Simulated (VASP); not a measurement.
# Mn (P6/mmm) in VASP: notebook

Runs on Mn. Level: PBEsol. Tasks: single point.

Everything below comes from runs of VASP 6.6.1. Logs are shortened: lines on timing, memory, paths and dates and some standing lists are left out, and cuts for length are marked.

**1. The cell of the first run**

The structure is hexagonal, space group P6/mmm (No. 191). Conventional cell: a = 3.957 Å, b = 3.957 Å, c = 2.484 Å, α = 90.00°, β = 90.00°, γ = 120.00°. Within 3.3 Å of Mn (site symmetry 6/mmm) lie 14 Mn at 2.48 to 2.60 Å. Within 3.0 Å of Mn (site symmetry -6m2) lie 11 Mn at 2.28 to 2.60 Å.

This isn't the form of Mn at room conditions, which is a 58-atom cubic cell.

**2. Single point, PBEsol (11.23 Å³/atom)**

INCAR

```
PREC = Accurate
ENCUT = 520
EDIFF = 1E-7
ISMEAR = -1
SIGMA = 0.1
LREAL = False
LASPH = True
NELM = 100
ALGO = Normal
ISIF = 2
LWAVE = False
LCHARG = False
GGA = PS
NBANDS = 26
```

KPOINTS

```
Automatic mesh
0
Gamma
  11 11 15
```

POSCAR

```
Mn
1.0
    3.9572739643      0.0000000000      0.0000000000
   -1.9786369821      3.4270997829      0.0000000000
    0.0000000000      0.0000000000      2.4839063394
Mn
3
Direct
    0.0000000000      1.0000000000      0.0000000000
    0.3333333333      0.6666666667      0.5000000000
    0.6666666667      0.3333333333      0.5000000000
```

Potentials or basis: VASP PAW PBE potentials, release 64 (Mn_pv).

Launch:

```console
> cat potpaw_PBE.64/Mn_pv/POTCAR > POTCAR
> mpirun -np 1 vasp_std > vasp.out
```

OUTCAR:

```text
PREC = Accurate
   ENCUT = 520
   EDIFF = 1E-7
   ISMEAR = -1
   LREAL = False
   LASPH = True
   NELM = 100
   ISIF = 2
   GGA = PS

 ion  position               nearest neighbor table
   1  0.000  0.000  0.000-   2 2.60   3 2.60   2 2.60   3 2.60   3 2.60   3 2.60   2 2.60   2 2.60
                             3 2.60   3 2.60   2 2.60   2 2.60
   2  0.333  0.667  0.500-   3 2.28   3 2.28   3 2.28   1 2.60   1 2.60   1 2.60   1 2.60   1 2.60
                             1 2.60
   3  0.667  0.333  0.500-   2 2.28   2 2.28   2 2.28   1 2.60   1 2.60   1 2.60   1 2.60   1 2.60
                             1 2.60

  LATTYP: Found a hexagonal cell.
 ALAT       =     3.9572739643
 C/A-ratio  =     0.6276811668

  Lattice vectors:

 A1 = (   3.9572739643,   0.0000000000,   0.0000000000)
 A2 = (  -1.9786369821,   3.4270997829,   0.0000000000)
 A3 = (   0.0000000000,   0.0000000000,   2.4839063394)

Analysis of symmetry for initial positions (statically):
=====================================================================
 Subroutine PRICEL returns:
 Original cell was already a primitive cell.

 Routine SETGRP: Setting up the symmetry group for a
 hexagonal supercell.

 Subroutine GETGRP returns: Found 24 space group operations
 (whereof 24 operations were pure point group operations)
 out of a pool of 24 trial point group operations.

The static configuration has the point symmetry D_6h.

Analysis of symmetry for dynamics (positions and initial velocities):
=====================================================================
 Subroutine PRICEL returns:
 Original cell was already a primitive cell.

 Routine SETGRP: Setting up the symmetry group for a
 hexagonal supercell.

 Subroutine GETGRP returns: Found 24 space group operations
 (whereof 24 operations were pure point group operations)
 out of a pool of 24 trial point group operations.

The dynamic configuration has the point symmetry D_6h.

 Subroutine INISYM returns: Found 24 space group operations
 (whereof 24 operations are pure point group operations),
 and found     1 'primitive' translations

----------------------------------------------------------------------------------------

                                     Primitive cell

  volume of cell :      33.6867

  direct lattice vectors                    reciprocal lattice vectors
     3.957273964  0.000000000  0.000000000     0.252699209  0.145895956  0.000000000
    -1.978636982  3.427099783  0.000000000     0.000000000  0.291791913  0.000000000
     0.000000000  0.000000000  2.483906339     0.000000000  0.000000000  0.402591669

  length of vectors
     3.957273964  3.957273964  2.483906339     0.291791913  0.291791913  0.402591669

  position of ions in fractional coordinates (direct lattice)
     0.000000000  0.000000000  0.000000000
     0.333333333  0.666666667  0.500000000
     0.666666667  0.333333333  0.500000000

  ion indices of the primitive-cell ions
   primitive index   ion index
                 1           1
                 2           2
                 3           3

----------------------------------------------------------------------------------------

 KPOINTS: Automatic mesh

Automatic generation of k-mesh.
 Grid dimensions read from file:
 generate k-points for:   11   11   15

 Generating k-lattice:

  Cartesian coordinates                     Fractional coordinates (reciprocal lattice)
     0.022972655  0.013263269  0.000000000     0.090909091  0.000000000  0.000000000
     0.000000000  0.026526538  0.000000000     0.000000000  0.090909091  0.000000000
     0.000000000  0.000000000  0.026839445     0.000000000  0.000000000  0.066666667

  Length of vectors
     0.026526538  0.026526538  0.026839445

  Shift w.r.t. Gamma in fractional coordinates (k-lattice)
     0.000000000  0.000000000  0.000000000

 Subroutine IBZKPT returns following result:
 ===========================================

 Found    128 irreducible k-points:

 Following reciprocal coordinates:
            Coordinates               Weight
  0.000000  0.000000  0.000000      1.000000
  0.090909 -0.000000  0.000000      6.000000
  0.181818 -0.000000  0.000000      6.000000
  0.272727 -0.000000  0.000000      6.000000
  0.363636 -0.000000  0.000000      6.000000
  0.454545  0.000000  0.000000      6.000000
[... 16 lines left out ...]
  0.090909  0.090909  0.066667     12.000000
  0.181818  0.090909  0.066667     24.000000
 [... further k-points ...]
   k-points           NKPTS =    128   k-points in BZ     NKDIM =    128   number of bands    NBANDS=     26
   number of dos      NEDOS =    301   number of ions     NIONS =      3
   total plane-waves  NPLWV =  16200
   dimension x,y,z NGX =    30 NGY =   30 NGZ =   18
   dimension x,y,z NGXF=    60 NGYF=   60 NGZF=   36
   ions per type =               3
   NGX,Y,Z   is equivalent  to a cutoff of  12.60, 12.60, 12.05 a.u.
   NGXF,Y,Z  is equivalent  to a cutoff of  25.21, 25.21, 24.09 a.u.
 SYSTEM =  unknown system
   PREC   = accura    normal or accurate (medium, high low for compatibility)
   ISTART =      0    job   : 0-new  1-cont  2-samecut
   ICHARG =      2    charge: 1-file 2-atom 10-const
   ISPIN  =      1    spin polarized calculation?
   LNONCOLLINEAR =      F non collinear calculations
   LSORBIT =      F    spin-orbit coupling
   LASPH  =      T    aspherical Exc in radial PAW
   ENCUT  =  520.0 eV  38.22 Ry    6.18 a.u.   7.36  7.36  4.62*2*pi/ulx,y,z
   NELM   =    100;   NELMIN=  2; NELMDL= -5     # of ELM steps
   EDIFF  = 0.1E-06   stopping-criterion for ELM
   LREAL  =      F    real-space projection
   EDIFFG = 0.1E-05   stopping-criterion for IOM
   NSW    =      0    number of steps for IOM
   IBRION =     -1    ionic relax: 0-MD 1-quasi-New 2-CG
   NFREE  =      0    steps in history (QN), initial steepest desc. (CG)
   ISIF   =      2    stress and relaxation
   ISYM   =      2    0-nonsym 1-usesym 2-fastsym
   POTIM  = 0.5000    time-step for ionic-motion
   TEBEG  =    0.0;   TEEND  =   0.0 temperature during run
   PSTRESS=    0.0 pullay stress
   NELECT =      39.0000    total number of electrons
   NUPDOWN=      -1.0000    fix difference up-down
   EMIN   =  10.00;   EMAX   =-10.00  energy-range for DOS
   EFERMI =   0.00;   METHOD = LEGACY
   ISMEAR =    -1;   SIGMA  =   0.10  broadening in eV -4-tet -1-fermi 0-gaus
   EFERMI_NEDOS =   21; number of points for ismear=-14 and -15
   IALGO  =     38    algorithm
   IMIX   =      4    mixing-type and parameters
     AMIX     =   0.40;   BMIX     =  1.00
     AMIX_MAG =   1.60;   BMIX_MAG =  1.00
  volume/ion in A,a.u.               =      11.23        75.78
  Fermi-wavevector in a.u.,A,eV,Ry     =   1.719004  3.248447 40.204894  2.954976
  Thomas-Fermi vector in A             =   2.795712
   LORBIT       =      0    0 simple, 1 ext, 2 COOP (PROOUT), +10 PAW based schemes
   GGA     = PS    functional components
   LHFCALC =     F    Hartree Fock is set to
   AEXX    =    0.0000 exact exchange contribution
   IVDW    =     0    specifies the selected vdW correction
   LEPSILON=     F    determine dielectric tensor
   LRPA    =     F    only Hartree local field effects (RPA)
 non-spin polarized calculation
  energy-cutoff  :      520.00
  volume of cell :       33.69
 maximum number of plane-waves:       945
 NGX is ok and might be reduce to    30
   NGX = 15   NGY = 15   NGZ =  9

 number of electron      38.9999922 magnetization

 Free energy of the ion-electron system (eV)
  ---------------------------------------------------
  ext. energy  EPLUGINS =         0.00000000
  ---------------------------------------------------
  free energy    TOTEN  =       -28.87556234 eV

  energy without entropy =      -28.75650716  energy(sigma->0) =      -28.81603475

 E-fermi :   9.6691     XC(G=0): -13.9077

 val. band max:        9.6673922239   @ k =   0.0000   0.0000   0.0667
 cond. band min:       9.6696185400   @ k =   0.0000   0.0000   0.0000
 fundamental gap:      0.0022263161
 Fermi energy:         9.6691162607

 k-point     1 :       0.0000    0.0000    0.0000
  band No.  band energies     occupation
      1     -38.3743      2.00000
      2     -38.3743      2.00000
      3     -38.0813      2.00000
      4     -38.0813      2.00000
      5     -37.9907      2.00000
      6     -37.8279      2.00000
[... 18 lines left out ...]
     25      11.4859      0.00000
     26      18.0545      0.00000

 k-point     2 :       0.0909   -0.0000    0.0000
  band No.  band energies     occupation
      1     -38.3887      2.00000
      2     -38.3764      2.00000
      3     -38.0636      2.00000
      4     -38.0601      2.00000
      5     -37.9867      2.00000
      6     -37.8301      2.00000
[... 18 lines left out ...]
     25      11.4715      0.00000
     26      16.4246      0.00000

 k-point     3 :       0.1818   -0.0000    0.0000
  band No.  band energies     occupation
      1     -38.4217      2.00000
      2     -38.3732      2.00000
      3     -38.0209      2.00000
      4     -38.0085      2.00000
      5     -37.9751      2.00000
      6     -37.8366      2.00000
[... 18 lines left out ...]
     25      11.4274      0.00000
     26      14.8054      0.00000

 k-point     4 :       0.2727   -0.0000    0.0000
  band No.  band energies     occupation
      1     -38.4571      2.00000
      2     -38.3511      2.00000
      3     -37.9697      2.00000
      4     -37.9573      2.00000
      5     -37.9492      2.00000
      6     -37.8633      2.00000
[... 18 lines left out ...]
     25      11.3518      0.00000
     26      13.4054      0.00000
[... 496 lines left out ...]
      1     -38.4949      2.00000
      2     -38.2536      2.00000
      3     -38.0470      2.00000
      4     -37.9334      2.00000
      5     -37.8950      2.00000
      6     -37.8904      2.00000
[... 18 lines left out ...]
     25      11.4731      0.00000
     26      11.6281      0.00000

 k-point    23 :       0.0909    0.0909    0.0667
  band No.  band energies     occupation
      1     -38.4065      2.00000
      2     -38.3749      2.00000
      3     -38.0286      2.00000
      4     -38.0279      2.00000
      5     -37.9893      2.00000
      6     -37.8506      2.00000
[... 18 lines left out ...]
     25      11.4130      0.00000
     26      15.5157      0.00000

 k-point    24 :       0.1818    0.0909    0.0667
  band No.  band energies     occupation
      1     -38.4351      2.00000
      2     -38.3652      2.00000
      3     -37.9959      2.00000
      4     -37.9806      2.00000
      5     -37.9567      2.00000
      6     -37.8595      2.00000
[... 18 lines left out ...]
     25      11.3617      0.00000
     26      14.0809      0.00000

 [... further k-points ...]

------------------------ aborting loop because EDIFF is reached ----------------------------------------

  FORCE on cell =-STRESS in cart. coord.  units (eV):
  Direction    XX          YY          ZZ          XY          YZ          ZX
  --------------------------------------------------------------------------------------
  -------------------------------------------------------------------------------------
  Total       -4.2226541     -4.2226541     -3.9092322     -0.0000000     -0.0000000      0.0000000
  in kB     -200.8343568   -200.8343568   -185.9276433     -0.0000000     -0.0000000      0.0000000
  external PRESSURE =    -195.8654523 kB  Pullay stress =       0.0000000 kB

 VOLUME and BASIS-vectors are now :
 -----------------------------------------------------------------------------
  energy-cutoff  :      520.00
  volume of cell :       33.69
      direct lattice vectors                 reciprocal lattice vectors
     3.957273964  0.000000000  0.000000000     0.252699209  0.145895956  0.000000000
    -1.978636982  3.427099783  0.000000000     0.000000000  0.291791913  0.000000000
     0.000000000  0.000000000  2.483906339     0.000000000  0.000000000  0.402591669

 POSITION                                       TOTAL-FORCE (eV/Angst)
 -----------------------------------------------------------------------------------
      0.00000      0.00000      0.00000        -0.000000      0.000000      0.000000
     -0.00000      2.28473      1.24195        -0.000000      0.000000     -0.000000
      1.97864      1.14237      1.24195         0.000000     -0.000000      0.000000
 -----------------------------------------------------------------------------------
    total drift:                               -0.000000      0.000000      0.000000

  FREE ENERGIE OF THE ION-ELECTRON SYSTEM (eV)
  ---------------------------------------------------
  free  energy   TOTEN  =       -28.8755623412 eV

  energy  without entropy=      -28.7565071607  energy(sigma->0) =      -28.81603475
```

It took 3.1 min on 1 thread of Intel Xeon 8259CL, shared host; peak memory 0.2 GiB.

Results:

```
Free energy            : -28.8756 eV
Pressure               : -19.6 GPa
Band gap on the k mesh : zero (an odd number of electrons rules out a gap without spin polarisation)
```

Stress tensor (GPa, compression positive):
```
-20.08   0.00   0.00
  0.00 -20.08   0.00
  0.00   0.00 -18.59
```

Caveat: the cell stands under tension; the PAW data sets were made with another functional, which shifts forces and pressure a little; the run has no spin polarisation, though such a crystal can be magnetic.

**3. Single point, PBEsol (11.64 Å³/atom)**

This run uses another cell than the first one, of 11.64 Å³/atom.

INCAR

```
SYSTEM = Mn
PREC = Accurate ; ENCUT = 520
EDIFF = 1E-6 ; ISMEAR = -1
SIGMA = 0.1 ; LREAL = .False.
LASPH = .True. ; NELM = 100
ALGO = Normal ; ISIF = 2
LWAVE = .False. ; LCHARG = .False.
GGA = PS ; NBANDS = 26
```

KPOINTS

```
Automatic mesh
0
Gamma
  11 11 15
  0 0 0
```

POSCAR

```
Mn
1.0
    4.0055381596      0.0000000000      0.0000000000
   -2.0027690798      3.4688978020      0.0000000000
    0.0000000000      0.0000000000      2.5142008658
Mn
3
Direct
    0.0000000000      1.0000000000      0.0000000000
    0.3333333333      0.6666666667      0.5000000000
    0.6666666667      0.3333333333      0.5000000000
```

Potentials or basis: VASP PAW PBE potentials, release 64 (Mn_pv).

Launch:

```console
> cat potpaw_PBE.64/Mn_pv/POTCAR > POTCAR
> mpirun -np 1 vasp_std > vasp.out
```

Run time: 3 min. Hardware: 1 thread of Intel Xeon 8259CL, shared host; peak memory 0.21 GiB.

It converged, with:

| Quantity | Value |
| --- | --- |
| Free energy | -28.6953 eV |
| Pressure | -26.6 GPa |
| Band gap on the k mesh | zero (an odd number of electrons rules out a gap without spin polarisation) |

Stress tensor (GPa, compression positive):
```
-27.24   0.00   0.00
  0.00 -27.24   0.00
  0.00   0.00 -25.21
```

Levels at points of the mesh, in eV from the Fermi level:
| k point | band 16 | band 17 | band 18 | band 19 | band 20 | band 21 | band 22 | band 23 |
| --- | --- | --- | --- | --- | --- | --- | --- | --- |
| (0.00, 0.00, 0.00) | -1.56 | -1.01 | -0.48 | -0.48 | -0.09 | -0.09 | 0.00 | 0.00 |

Caveat: the cell stands under tension; the PAW data sets were made with another functional, which shifts forces and pressure a little; the run has no spin polarisation, though such a crystal can be magnetic. Spin polarisation is off, so any magnetic state and its effect on volume and gap are missing.

**4. Single point, PBEsol**

This run uses another cell than the first one, of 10.40 Å³/atom.

INCAR

```
PREC = Accurate ; ENCUT = 520
EDIFF = 1E-6 ; ISMEAR = -1
SIGMA = 0.1 ; LREAL = False
LASPH = True ; NELM = 80
ALGO = Normal ; ISIF = 2
LWAVE = False ; LCHARG = False
GGA = PS ; NBANDS = 26
```

KPOINTS

```
Automatic mesh
0
Gamma
  12 12 17
```

POSCAR

```
Mn
1.0
    3.8570464222      0.0000000000      0.0000000000
   -1.9285232111      3.3403001852      0.0000000000
    0.0000000000      0.0000000000      2.4209953988
Mn
3
Direct
    0.0000000000      1.0000000000      0.0000000000
    0.3333333333      0.6666666667      0.5000000000
    0.6666666667      0.3333333333      0.5000000000
```

Launch:

```console
> cat potpaw_PBE.64/Mn_pv/POTCAR > POTCAR
> mpirun -np 1 vasp_std > vasp.out
```

Wall time 3.3 min (1 thread of Intel Xeon 8259CL, shared host); peak memory 0.22 GiB.

Results (log left out):

```yaml
Free_energy: -29.0369 eV
Pressure: 0.1 GPa
Band_gap_on_the_k_mesh: zero (an odd number of electrons rules out a gap without spin polarisation)
```

Levels at points of the mesh, in eV from the Fermi level:
```tsv
k point	band 18	band 19	band 20	band 21	band 22	band 23
(0.00, 0.00, 0.00)	-0.58	-0.58	-0.12	-0.12	-0.01	-0.01
(0.50, 0.00, 0.00)	-1.02	0.05	0.14	1.25	1.30	1.46
```

Caveat: the PAW data sets were made with another functional, which shifts forces and pressure a little; the run has no spin polarisation, though such a crystal can be magnetic. Spin polarisation is off, so any magnetic state and its effect on volume and gap are missing.

**5. Summary**

| cell | k mesh | gap on the mesh (eV) | pressure (GPa) |
| --- | --- | --- | --- |
| a = 3.957, b = 3.957, c = 2.484 Å, angles 90.0, 90.0, 120.0°, 3 atoms | 11 × 11 × 15 | none | -19.6 |
| a = 4.006, b = 4.006, c = 2.514 Å, angles 90.0, 90.0, 120.0°, 3 atoms | 11 × 11 × 15 | none | -26.6 |
| a = 3.857, b = 3.857, c = 2.421 Å, angles 90.0, 90.0, 120.0°, 3 atoms | 12 × 12 × 17 | none | 0.1 |

Alike in all rows: task single point; level PBEsol; potentials or basis VASP PAW PBE potentials, release 64 (Mn_pv); no spin polarisation; cutoff (eV) 520; smearing fermi-dirac 0.1 eV.

Caveats: the PAW data sets were made with another functional, which shifts forces and pressure a little; the run has no spin polarisation, though such a crystal can be magnetic; the cell stands under tension (at least some runs).

Total energies depend on the potentials used, so only differences within one code and one set of settings carry meaning.
